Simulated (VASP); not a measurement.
# Mg8HO8 (a cell with a defect) in VASP: notebook

The runs below take Mg8HO8 (a cell with a defect) through single point, with PBE.

Program: VASP 6.6.1. These are calculated values, not measurements. Logs are shortened: lines on timing, memory, paths and dates and some standing lists are left out, and cuts for length are marked.

### 1 The cell of the first run

The cell holds a defect, 17 atoms: a = 5.968 Å, b = 5.968 Å, c = 5.968 Å, α = 60.00°, β = 60.00°, γ = 60.00°.

### 2 Single point, PBE

File INCAR:

```
PREC = Accurate ; ENCUT = 520
EDIFF = 1E-6 ; ISMEAR = 0
SIGMA = 0.02 ; LREAL = Auto
LASPH = True ; NELM = 100
ALGO = Normal ; ISIF = 2
LWAVE = False ; LCHARG = False
GGA = PE ; NBANDS = 46
NELECT = 64.0
```

File KPOINTS:

```
regular mesh
0
Gamma
  3 3 3
```

File POSCAR:

```
Mg8HO8
1.0
    0.0000000000      4.2202000000      4.2202000000
    4.2202000000      0.0000000000      4.2202000000
    4.2202000000      4.2202000000      0.0000000000
Mg O H
8 8 1
Direct
   -0.0116442349      0.0199819914     -0.0070572485
   -0.0128165727      0.0181357519      0.5034546941
   -0.0138434197      0.5146663665     -0.0000118478
   -0.0116441164      0.5076213213      0.5053019999
    0.5053477323      0.0409045780     -0.0368161462
    0.4883000806      0.0107814796      0.4961008957
    0.4972202739      0.5104511635     -0.0042272878
    0.5053491541      0.4778630160      0.5262256528
    0.2393619971      0.2677156296      0.2456010379
    0.2412443723      0.2625345955      0.7478535377
    0.2513963793      0.7644566608      0.2497765509
    0.2393619971      0.7602806739      0.7530359936
    0.7420281029      0.2577880195      0.2510423677
    0.7490133169      0.2631842093      0.7485014928
    0.7200452585      0.7638329937      0.2491524098
    0.7420285768      0.7657215298      0.7431079096
    0.3902642055     -0.2108198664      0.2744957585
```

Potentials or basis: VASP PAW PBE potentials, release 64 (Mg, O, H).

Started as:

```sh
cat potpaw_PBE.64/Mg/POTCAR potpaw_PBE.64/O/POTCAR potpaw_PBE.64/H/POTCAR > POTCAR
mpirun -np 1 vasp_std > vasp.out
```

OUTCAR:

```text
PREC = Accurate
   ENCUT = 520
   EDIFF = 1E-6
   ISMEAR = 0
   LREAL = Auto
   LASPH = True
   NELM = 100
   ISIF = 2
   GGA = PE
   NELECT = 64.0

 ion  position               nearest neighbor table
   1  0.988  0.020  0.993-  14 2.04  10 2.09  13 2.09  12 2.11  11 2.19  15 2.21   4 2.91   5 2.91
                             7 2.93   2 2.93   3 2.97   6 2.97   6 2.99   3 3.00   2 3.04   7 3.04
   2  0.987  0.018  0.503-  14 2.07  13 2.10  16 2.10   9 2.12  12 2.12  11 2.14  17 2.19   8 2.81
                             5 2.81   4 2.93   1 2.93   6 2.95   3 2.98   3 2.98   6 3.02   1 3.04
   3  0.986  0.515  1.000-   9 2.11  12 2.11  15 2.11  13 2.11  16 2.11  10 2.13   7 2.94   1 2.97
                             4 2.97   5 2.97   8 2.97   2 2.98   2 2.98   4 3.00   1 3.00   8 3.01
   4  0.988  0.508  0.505-  14 2.04  10 2.09  16 2.09   9 2.11  11 2.19  15 2.21   1 2.91   8 2.91
                             7 2.93   2 2.93   3 2.97   6 2.97   6 2.99   3 3.00   2 3.04   7 3.04
   5  0.505  0.041  0.963-  17 1.77  14 1.97  10 2.03  16 2.10  15 2.13   9 2.16  11 2.24   8 2.61
                             2 2.81   7 2.88   1 2.91   6 2.94   3 2.97   3 3.01   6 3.05   1 3.06
   6  0.488  0.011  0.496-  15 2.09   9 2.11  12 2.11  13 2.11  16 2.11  10 2.13   5 2.94   8 2.94
                             2 2.95   4 2.97   1 2.97   7 2.98   7 2.98   1 2.99   4 2.99   2 3.02
   7  0.497  0.510  0.996-  14 2.09  13 2.11  16 2.11   9 2.11  12 2.11  11 2.14   8 2.88   5 2.88
                             1 2.93   4 2.93   3 2.94   6 2.98   6 2.98   3 3.03   4 3.04   1 3.04
   8  0.505  0.478  0.526-  17 1.77  14 1.97  10 2.03  13 2.10  15 2.13  12 2.16  11 2.24   5 2.61
                             2 2.81   7 2.88   4 2.91   6 2.94   3 2.97   3 3.01   6 3.05   4 3.06
   9  0.239  0.268  0.246-   3 2.11   6 2.11   4 2.11   7 2.11   2 2.12   5 2.16
  10  0.241  0.263  0.748-   8 2.03   5 2.03   4 2.09   1 2.09   6 2.13   3 2.13
  11  0.251  0.764  0.250-  17 1.00   2 2.14   7 2.14   1 2.19   4 2.19   5 2.24   8 2.24
  12  0.239  0.760  0.753-   3 2.11   6 2.11   1 2.11   7 2.11   2 2.12   8 2.16
  13  0.742  0.258  0.251-   1 2.09   8 2.10   2 2.10   7 2.11   6 2.11   3 2.11
  14  0.749  0.263  0.749-   8 1.97   5 1.97   4 2.04   1 2.04   2 2.07   7 2.09
  15  0.720  0.764  0.249-   6 2.09   3 2.11   5 2.13   8 2.13   1 2.21   4 2.21
  16  0.742  0.766  0.743-   4 2.09   5 2.10   2 2.10   7 2.11   6 2.11   3 2.11
  17  0.390  0.789  0.274-  11 1.00   5 1.77   8 1.77   2 2.19

  LATTYP: Found a face centered cubic cell.
 ALAT       =     8.4404000000

  Lattice vectors:

 A1 = (   0.0000000000,   4.2202000000,   4.2202000000)
 A2 = (   4.2202000000,   0.0000000000,   4.2202000000)
 A3 = (   4.2202000000,   4.2202000000,   0.0000000000)

Analysis of symmetry for initial positions (statically):
=====================================================================
 Subroutine PRICEL returns:
 Original cell was already a primitive cell.

 Routine SETGRP: Setting up the symmetry group for a
 face centered cubic supercell.

 Subroutine GETGRP returns: Found  2 space group operations
 (whereof  1 operations were pure point group operations)
 out of a pool of 48 trial point group operations.

The static configuration has the point symmetry C_1 .
 The point group associated with its full space group is C_1h.

Analysis of symmetry for dynamics (positions and initial velocities):
=====================================================================
 Subroutine PRICEL returns:
 Original cell was already a primitive cell.

 Routine SETGRP: Setting up the symmetry group for a
 face centered cubic supercell.

 Subroutine GETGRP returns: Found  2 space group operations
 (whereof  1 operations were pure point group operations)
 out of a pool of 48 trial point group operations.

The dynamic configuration has the point symmetry C_1 .
 The point group associated with its full space group is C_1h.

 Subroutine INISYM returns: Found  2 space group operations
 (whereof  1 operations are pure point group operations),
 and found     1 'primitive' translations

----------------------------------------------------------------------------------------

                                     Primitive cell

  volume of cell :     150.3243

  direct lattice vectors                    reciprocal lattice vectors
     0.000000000  4.220200000  4.220200000    -0.118477797  0.118477797  0.118477797
     4.220200000  0.000000000  4.220200000     0.118477797 -0.118477797  0.118477797
     4.220200000  4.220200000  0.000000000     0.118477797  0.118477797 -0.118477797

  length of vectors
     5.968264076  5.968264076  5.968264076     0.205209564  0.205209564  0.205209564

  position of ions in fractional coordinates (direct lattice)
     0.988355765  0.019981991  0.992942752
     0.987183427  0.018135752  0.503454694
     0.986156580  0.514666367  0.999988152
[... 49 lines left out ...]

  Length of vectors
     0.068403188  0.068403188  0.068403188

  Shift w.r.t. Gamma in fractional coordinates (k-lattice)
     0.000000000  0.000000000  0.000000000

 Subroutine IBZKPT returns following result:
 ===========================================

 Found     10 irreducible k-points:

 Following reciprocal coordinates:
            Coordinates               Weight
  0.000000  0.000000  0.000000      1.000000
  0.333333  0.000000  0.000000      2.000000
  0.000000  0.333333  0.000000      4.000000
  0.333333  0.333333  0.333333      2.000000
  0.333333  0.333333  0.000000      4.000000
  0.000000  0.333333  0.333333      2.000000
 -0.333333  0.333333  0.000000      4.000000
  0.000000 -0.333333  0.333333      2.000000
  0.333333  0.333333 -0.333333      4.000000
  0.333333 -0.333333 -0.333333      2.000000
   k-points           NKPTS =     10   k-points in BZ     NKDIM =     10   number of bands    NBANDS=     46
   number of dos      NEDOS =    301   number of ions     NIONS =     17
   total plane-waves  NPLWV = 110592
   dimension x,y,z NGX =    48 NGY =   48 NGZ =   48
   dimension x,y,z NGXF=    96 NGYF=   96 NGZF=   96
   ions per type =               8   8   1
   NGX,Y,Z   is equivalent  to a cutoff of  13.37, 13.37, 13.37 a.u.
   NGXF,Y,Z  is equivalent  to a cutoff of  26.74, 26.74, 26.74 a.u.
 SYSTEM =  unknown system
   PREC   = accura    normal or accurate (medium, high low for compatibility)
   ISTART =      0    job   : 0-new  1-cont  2-samecut
   ICHARG =      2    charge: 1-file 2-atom 10-const
   ISPIN  =      1    spin polarized calculation?
   LNONCOLLINEAR =      F non collinear calculations
   LSORBIT =      F    spin-orbit coupling
   LASPH  =      T    aspherical Exc in radial PAW
   ENCUT  =  520.0 eV  38.22 Ry    6.18 a.u.  11.10 11.10 11.10*2*pi/ulx,y,z
   NELM   =    100;   NELMIN=  2; NELMDL= -5     # of ELM steps
   EDIFF  = 0.1E-05   stopping-criterion for ELM
   LREAL  =      T    real-space projection
   EDIFFG = 0.1E-04   stopping-criterion for IOM
   NSW    =      0    number of steps for IOM
   IBRION =     -1    ionic relax: 0-MD 1-quasi-New 2-CG
   NFREE  =      0    steps in history (QN), initial steepest desc. (CG)
   ISIF   =      2    stress and relaxation
   ISYM   =      2    0-nonsym 1-usesym 2-fastsym
   POTIM  = 0.5000    time-step for ionic-motion
   TEBEG  =    0.0;   TEEND  =   0.0 temperature during run
   PSTRESS=    0.0 pullay stress
   NELECT =      64.0000    total number of electrons
   NUPDOWN=      -1.0000    fix difference up-down
   EMIN   =  10.00;   EMAX   =-10.00  energy-range for DOS
   EFERMI =   0.00;   METHOD = LEGACY
   ISMEAR =     0;   SIGMA  =   0.02  broadening in eV -4-tet -1-fermi 0-gaus
   EFERMI_NEDOS =   21; number of points for ismear=-14 and -15
   IALGO  =     38    algorithm
   IMIX   =      4    mixing-type and parameters
     AMIX     =   0.40;   BMIX     =  1.00
     AMIX_MAG =   1.60;   BMIX_MAG =  1.00
  volume/ion in A,a.u.               =       8.84        59.67
  Fermi-wavevector in a.u.,A,eV,Ry     =   1.231568  2.327326 20.636775  1.516760
  Thomas-Fermi vector in A             =   2.366373
   LORBIT       =      0    0 simple, 1 ext, 2 COOP (PROOUT), +10 PAW based schemes
   GGA     = PE    functional components
   LHFCALC =     F    Hartree Fock is set to
   AEXX    =    0.0000 exact exchange contribution
   IVDW    =     0    specifies the selected vdW correction
   LEPSILON=     F    determine dielectric tensor
   LRPA    =     F    only Hartree local field effects (RPA)
 non-spin polarized calculation
 Gauss-broadening in eV      SIGMA  =   0.02
  energy-cutoff  :      520.00
  volume of cell :      150.32
 maximum number of plane-waves:      4056
 NGX is ok and might be reduce to    48
   NGX = 23   NGY = 23   NGZ = 23

 number of electron      64.0000006 magnetization

 Free energy of the ion-electron system (eV)
  ---------------------------------------------------
  ext. energy  EPLUGINS =         0.00000000
  ---------------------------------------------------
  free energy    TOTEN  =      -102.14008766 eV

  energy without entropy =     -102.14008766  energy(sigma->0) =     -102.14008766

 E-fermi :   3.4076     XC(G=0): -11.0251

 val. band max:        3.2693441631   @ k =   0.0000   0.0000   0.0000
 cond. band min:       7.5404899340   @ k =   0.0000   0.0000   0.0000
 fundamental gap:      4.2711457709
 Fermi energy:         3.4076447250

 k-point     1 :       0.0000    0.0000    0.0000
  band No.  band energies     occupation
      1     -16.4231      2.00000
      2     -13.7494      2.00000
      3     -12.8696      2.00000
      4     -12.7016      2.00000
      5     -12.4425      2.00000
      6     -12.4344      2.00000
[... 459 lines left out ...]
     43      14.4388      0.00000
     44      14.7874      0.00000
 [bands above 44 left out]

------------------------ aborting loop because EDIFF is reached ----------------------------------------

  FORCE on cell =-STRESS in cart. coord.  units (eV):
  Direction    XX          YY          ZZ          XY          YZ          ZX
  --------------------------------------------------------------------------------------
  -------------------------------------------------------------------------------------
  Total       -2.8717305      0.3787530      0.3787530     -0.6042781     -4.5931393     -0.6042781
  in kB      -30.6073109      4.0368030      4.0368030     -6.4404819    -48.9543292     -6.4404811
  external PRESSURE =      -7.5112350 kB  Pullay stress =       0.0000000 kB

 VOLUME and BASIS-vectors are now :
 -----------------------------------------------------------------------------
  energy-cutoff  :      520.00
  volume of cell :      150.32
      direct lattice vectors                 reciprocal lattice vectors
     0.000000000  4.220200000  4.220200000    -0.118477797  0.118477797  0.118477797
     4.220200000  0.000000000  4.220200000     0.118477797 -0.118477797  0.118477797
     4.220200000  4.220200000  0.000000000     0.118477797  0.118477797 -0.118477797

 POSITION                                       TOTAL-FORCE (eV/Angst)
 -----------------------------------------------------------------------------------
      4.27474      8.36148      4.25539        -0.000400     -0.002421      0.012238
      2.20122      6.29079      4.24265         0.045988     -0.002882     -0.002882
      6.39214      8.38193      6.33377        -0.008656      0.014258      0.014258
      4.27474      6.30353      6.31332        -0.000400      0.012238     -0.002421
      4.23745      6.19750      2.30529        -0.014816      0.044143      0.054836
      2.13915      4.15437      2.10622        -0.000244      0.015611      0.015611
[... 9 lines left out ...]
      6.36756      6.26757      6.36301         0.017233      0.018002     -0.000582
      4.48892      2.80542      4.97749         0.101162     -0.116587     -0.116587
 -----------------------------------------------------------------------------------
    total drift:                                0.001521     -0.081829      0.076442

  FREE ENERGIE OF THE ION-ELECTRON SYSTEM (eV)
  ---------------------------------------------------
  free  energy   TOTEN  =      -102.1400876581 eV

  energy  without entropy=     -102.1400876581  energy(sigma->0) =     -102.14008766
```

It took 4.3 min on 1 thread of AMD EPYC 9R45 (Zen 5), shared host; peak memory 0.3 GiB.

Results:

| Property | Result |
| --- | --- |
| Free energy | -102.1401 eV |
| Largest force | 0.233 eV/Å |

Forces in eV/Å, atoms in the order of the input:
```
Mg   0.000 -0.002  0.012
Mg   0.046 -0.003 -0.003
Mg  -0.009  0.014  0.014
Mg   0.000  0.012 -0.002
Mg  -0.015  0.044  0.055
Mg   0.000  0.016  0.016
Mg  -0.041  0.005  0.005
Mg  -0.015  0.055  0.044
O   -0.029  0.018 -0.003
O   -0.005  0.024  0.024
O   -0.034 -0.163 -0.163
O   -0.029 -0.003  0.018
O    0.017 -0.001  0.018
O   -0.002  0.028  0.028
O   -0.003  0.054  0.054
O    0.017  0.018 -0.001
H    0.101 -0.117 -0.117
```

Caveat: the k points lie up to 0.43 Å⁻¹ apart; the cell carries a net charge on a neutralising background, which shifts energy and pressure; the cell is charged against a uniform background, so pressure and absolute levels hang on convention.

### 3 Single point, PBE

File INCAR:

```
  PREC = Accurate
  ENCUT = 520
  EDIFF = 1E-7
  ISMEAR = 0
  SIGMA = 0.02
  LREAL = Auto
  LASPH = T
  NELM = 100
  ALGO = Normal
  ISIF = 2
  LWAVE = F
  LCHARG = T
  GGA = PE
  LELF = T
  LVHAR = T
  NBANDS = 46
  NELECT = 64.0
```

File KPOINTS:

```
Automatic mesh
0
Gamma
  3 3 3
```

File POSCAR:

```
Mg8HO8
1.0
    0.0000000000      4.2202000000      4.2202000000
    4.2202000000      0.0000000000      4.2202000000
    4.2202000000      4.2202000000      0.0000000000
Mg O H
8 8 1
Direct
   -0.0105127719      0.0155047154     -0.0022089001
   -0.0044137719      0.0063887967      0.5011575281
   -0.0127765272      0.5061441401      0.0009123975
   -0.0105131273      0.5030224871      0.5102735652
    0.4809202171      0.0378971376     -0.0318595090
    0.4820008530      0.0129901426      0.5077588740
    0.4901405147      0.5104262831      0.0051947775
    0.4809191508      0.4733751955      0.5326643287
    0.2376839960      0.2639829866      0.2505627695
    0.2299476328      0.2587140420      0.7534811146
    0.2592840387      0.7593683949      0.2541354675
    0.2376837591      0.7557945121      0.7587517179
    0.7400595943      0.2530158523      0.2561818160
    0.7391732619      0.2582429743      0.7530112317
    0.7242492062      0.7598915928      0.2546591394
    0.7400598313      0.7614130847      0.7477838728
    0.5396822425     -0.2210565850      0.2737097768
```

Potentials or basis: VASP PAW PBE potentials, release 64 (Mg, O, H).

Started as:

```sh
cat potpaw_PBE.64/Mg/POTCAR potpaw_PBE.64/O/POTCAR potpaw_PBE.64/H/POTCAR > POTCAR
mpirun -np 1 vasp_std > vasp.out
```

Run time: 3.8 min. Hardware: 1 thread of AMD EPYC 9R45 (Zen 5), shared host; peak memory 0.3 GiB.

The run converged. Its results:

```
Free energy   : -102.1299 eV
Largest force : 0.226 eV/Å
```

Forces on the atoms (eV/Å):
```
Mg  -0.002 -0.009  0.009
Mg  -0.003 -0.015 -0.015
Mg  -0.048 -0.003 -0.003
Mg  -0.002  0.009 -0.009
Mg  -0.010 -0.066 -0.046
Mg   0.052  0.002  0.002
Mg  -0.004 -0.015 -0.015
Mg  -0.010 -0.046 -0.066
O   -0.029  0.004 -0.018
O   -0.002 -0.027 -0.027
O   -0.002 -0.054 -0.054
O   -0.029 -0.018  0.004
O    0.020 -0.018  0.002
O   -0.003 -0.023 -0.023
O   -0.024  0.159  0.159
O    0.020  0.002 -0.018
H    0.075  0.119  0.119
```

Levels at points of the mesh, in eV from the Fermi level:
```
           k point  band 28  band 29  band 30  band 31  band 32  band 33  band 34  band 35  band 36  band 37
(0.00, 0.00, 0.00)    -0.56    -0.49    -0.21    -0.19    -0.15     4.13     6.56     7.67     7.71     7.90
```

Caveat: the k points lie up to 0.43 Å⁻¹ apart; the cell carries a net charge on a neutralising background, which shifts energy and pressure; the cell is charged against a uniform background, so pressure and absolute levels hang on convention.
